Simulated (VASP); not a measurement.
# Cd (Fd-3m) in VASP: further runs

The runs below take Cd through single point, with PBE.

Everything below comes from runs of VASP 6.6.1. Logs are shortened: lines on timing, memory, paths and dates and some standing lists are left out, and cuts for length are marked.

### 1 The cell of the first run

Symmetry: Fd-3m, No. 227, cubic system. Conventional cell: a = 6.218 Å, b = 6.218 Å, c = 6.218 Å, α = 90.00°, β = 90.00°, γ = 90.00°. Cd (site symmetry -43m) has 4 Cd at 2.69 Å within 3.6 Å.

This isn't the form of Cd at room conditions, which is hcp.

### 2 Single point, PBE

File INCAR:

```
SYSTEM = Cd
PREC = Accurate ; ENCUT = 520
EDIFF = 1E-7 ; ISMEAR = -1
SIGMA = 0.05 ; LREAL = .False.
LASPH = .True. ; NELM = 80
ALGO = Normal ; ISIF = 2
LWAVE = .False. ; LCHARG = .False.
GGA = PE ; NBANDS = 19
```

File KPOINTS:

```
regular mesh
0
Gamma
  11 11 11
  0 0 0
```

File POSCAR:

```
Cd
1.0
    0.0000000000      3.1092335805      3.1092335805
    3.1092335805      0.0000000000      3.1092335805
    3.1092335805      3.1092335805      0.0000000000
Cd
2
Direct
   -0.1250000000     -0.1250000000     -0.1250000000
    0.1250000000      0.1250000000      0.1250000000
```

Potentials or basis: VASP PAW PBE potentials, release 64 (Cd).

On the command line:

```sh
$ cat potpaw_PBE.64/Cd/POTCAR > POTCAR
$ mpirun -np 1 vasp_std > vasp.out
```

OUTCAR:

```text
SYSTEM = Cd
   PREC = Accurate
   ENCUT = 520
   EDIFF = 1E-7
   ISMEAR = -1
   LREAL = .False.
   LASPH = .True.
   NELM = 80
   ISIF = 2
   GGA = PE

 ion  position               nearest neighbor table
   1  0.875  0.875  0.875-   2 2.69   2 2.69   2 2.69   2 2.69
   2  0.125  0.125  0.125-   1 2.69   1 2.69   1 2.69   1 2.69

  LATTYP: Found a face centered cubic cell.
 ALAT       =     6.2184671610

  Lattice vectors:

 A1 = (   0.0000000000,   3.1092335805,   3.1092335805)
 A2 = (   3.1092335805,   0.0000000000,   3.1092335805)
 A3 = (   3.1092335805,   3.1092335805,   0.0000000000)

Analysis of symmetry for initial positions (statically):
=====================================================================
 Subroutine PRICEL returns:
 Original cell was already a primitive cell.

 Routine SETGRP: Setting up the symmetry group for a
 face centered cubic supercell.

 Subroutine GETGRP returns: Found 48 space group operations
 (whereof 12 operations were pure point group operations)
 out of a pool of 48 trial point group operations.

The static configuration has the point symmetry D_3d.
 The point group associated with its full space group is O_h .

Analysis of symmetry for dynamics (positions and initial velocities):
=====================================================================
 Subroutine PRICEL returns:
 Original cell was already a primitive cell.

 Routine SETGRP: Setting up the symmetry group for a
 face centered cubic supercell.

 Subroutine GETGRP returns: Found 48 space group operations
 (whereof 12 operations were pure point group operations)
 out of a pool of 48 trial point group operations.

The dynamic configuration has the point symmetry D_3d.
 The point group associated with its full space group is O_h .

 Subroutine INISYM returns: Found 48 space group operations
 (whereof 12 operations are pure point group operations),
 and found     1 'primitive' translations

----------------------------------------------------------------------------------------

                                     Primitive cell

  volume of cell :      60.1160

  direct lattice vectors                    reciprocal lattice vectors
     0.000000000  3.109233581  3.109233581    -0.160811334  0.160811334  0.160811334
     3.109233581  0.000000000  3.109233581     0.160811334 -0.160811334  0.160811334
[... 81 lines left out ...]
   LSORBIT =      F    spin-orbit coupling
   LASPH  =      T    aspherical Exc in radial PAW
   ENCUT  =  520.0 eV  38.22 Ry    6.18 a.u.   8.18  8.18  8.18*2*pi/ulx,y,z
   NELM   =     80;   NELMIN=  2; NELMDL= -5     # of ELM steps
   EDIFF  = 0.1E-06   stopping-criterion for ELM
   LREAL  =      F    real-space projection
   EDIFFG = 0.1E-05   stopping-criterion for IOM
   NSW    =      0    number of steps for IOM
   IBRION =     -1    ionic relax: 0-MD 1-quasi-New 2-CG
   NFREE  =      0    steps in history (QN), initial steepest desc. (CG)
   ISIF   =      2    stress and relaxation
   ISYM   =      2    0-nonsym 1-usesym 2-fastsym
   POTIM  = 0.5000    time-step for ionic-motion
   TEBEG  =    0.0;   TEEND  =   0.0 temperature during run
   PSTRESS=    0.0 pullay stress
   NELECT =      24.0000    total number of electrons
   NUPDOWN=      -1.0000    fix difference up-down
   EMIN   =  10.00;   EMAX   =-10.00  energy-range for DOS
   EFERMI =   0.00;   METHOD = LEGACY
   ISMEAR =    -1;   SIGMA  =   0.05  broadening in eV -4-tet -1-fermi 0-gaus
   EFERMI_NEDOS =   21; number of points for ismear=-14 and -15
   IALGO  =     38    algorithm
   IMIX   =      4    mixing-type and parameters
     AMIX     =   0.40;   BMIX     =  1.00
     AMIX_MAG =   1.60;   BMIX_MAG =  1.00
  volume/ion in A,a.u.               =      30.06       202.84
  Fermi-wavevector in a.u.,A,eV,Ry     =   1.205448  2.277967 19.770700  1.453105
  Thomas-Fermi vector in A             =   2.341144
   LORBIT       =      0    0 simple, 1 ext, 2 COOP (PROOUT), +10 PAW based schemes
   GGA     = PE    functional components
   LHFCALC =     F    Hartree Fock is set to
   AEXX    =    0.0000 exact exchange contribution
   IVDW    =     0    specifies the selected vdW correction
   LEPSILON=     F    determine dielectric tensor
   LRPA    =     F    only Hartree local field effects (RPA)
 non-spin polarized calculation
  energy-cutoff  :      520.00
  volume of cell :       60.12
 maximum number of plane-waves:      1639
 NGX is ok and might be reduce to    36
   NGX = 17   NGY = 17   NGZ = 17

 number of electron      24.0000001 magnetization

 Free energy of the ion-electron system (eV)
  ---------------------------------------------------
  ext. energy  EPLUGINS =         0.00000000
  ---------------------------------------------------
  free energy    TOTEN  =        -0.60549905 eV

  energy without entropy =       -0.59891357  energy(sigma->0) =       -0.60220631

 E-fermi :   0.9450     XC(G=0):  -9.1067

 val. band max:        0.9341502142   @ k =   0.3636   0.2727   0.0000
 cond. band min:       1.0009950699   @ k =  -0.4545   0.3636   0.1818
 fundamental gap:      0.0668448557
 Fermi energy:         0.9449962857

 k-point     1 :       0.0000    0.0000    0.0000
  band No.  band energies     occupation
      1      -8.6102      2.00000
      2      -8.6102      2.00000
      3      -8.6102      2.00000
      4      -8.5487      2.00000
      5      -8.5487      2.00000
      6      -7.5903      2.00000
[... 505 lines left out ...]
      6      -7.8025      2.00000
[... 11 lines left out ...]
     18       8.8651      0.00000
     19      10.1683      0.00000

 [... further k-points ...]

------------------------ aborting loop because EDIFF is reached ----------------------------------------

  FORCE on cell =-STRESS in cart. coord.  units (eV):
  Direction    XX          YY          ZZ          XY          YZ          ZX
  --------------------------------------------------------------------------------------
  -------------------------------------------------------------------------------------
  Total        2.4280573      2.4280573      2.4280573     -0.0000000      0.0000000      0.0000000
  in kB       64.7112031     64.7112031     64.7112031     -0.0000000      0.0000000      0.0000000
  external PRESSURE =      64.7112031 kB  Pullay stress =       0.0000000 kB

 VOLUME and BASIS-vectors are now :
 -----------------------------------------------------------------------------
  energy-cutoff  :      520.00
  volume of cell :       60.12
      direct lattice vectors                 reciprocal lattice vectors
     0.000000000  3.109233581  3.109233581    -0.160811334  0.160811334  0.160811334
     3.109233581  0.000000000  3.109233581     0.160811334 -0.160811334  0.160811334
     3.109233581  3.109233581  0.000000000     0.160811334  0.160811334 -0.160811334

 POSITION                                       TOTAL-FORCE (eV/Angst)
 -----------------------------------------------------------------------------------
      5.44116      5.44116      5.44116         0.000000     -0.000000      0.000000
      0.77731      0.77731      0.77731        -0.000000      0.000000     -0.000000
 -----------------------------------------------------------------------------------
    total drift:                                0.000000      0.000000      0.000000

  FREE ENERGIE OF THE ION-ELECTRON SYSTEM (eV)
  ---------------------------------------------------
  free  energy   TOTEN  =        -0.6054990503 eV

  energy  without entropy=       -0.5989135666  energy(sigma->0) =       -0.60220631
```

Run time: 22 s. Hardware: 1 thread of Intel Xeon 6975P-C (Granite Rapids), shared host; peak memory 0.22 GiB.

Results:

```yaml
Free_energy: -0.6055 eV
Pressure: 6.5 GPa
Band_gap_on_the_k_mesh: zero (bands 12 and 13 overlap by 5.94 eV)
```

Caveat: the cell stands under pressure.

### 3 Single point, PBE

File INCAR:

```
  PREC = Accurate
  ENCUT = 520
  EDIFF = 1E-6
  ISMEAR = -1
  SIGMA = 0.05
  LREAL = False
  LASPH = True
  NELM = 100
  ALGO = Normal
  ISIF = 2
  LWAVE = False
  LCHARG = False
  GGA = PE
  NBANDS = 19
```

File KPOINTS:

```
Automatic mesh
0
Gamma
  11 11 11
```

POSCAR is that of step 2.

Potentials or basis: VASP PAW PBE potentials, release 64 (Cd).

On the command line:

```sh
$ cat potpaw_PBE.64/Cd/POTCAR > POTCAR
$ mpirun -np 1 vasp_std > vasp.out
```

It took 19 s on 1 thread of Intel Xeon 6975P-C (Granite Rapids), shared host; peak memory 0.22 GiB.

It converged, with:

```yaml
Free_energy: -0.6055 eV
Pressure: 6.5 GPa
Band_gap_on_the_k_mesh: zero (bands 12 and 13 overlap by 5.94 eV)
```

Levels at points of the mesh, in eV from the Fermi level:
```
           k point  band 10  band 11  band 12  band 13  band 14  band 15
(0.00, 0.00, 0.00)    -8.26    -7.22     5.26     5.26     5.26     6.36
```

Caveat: the cell stands under pressure.
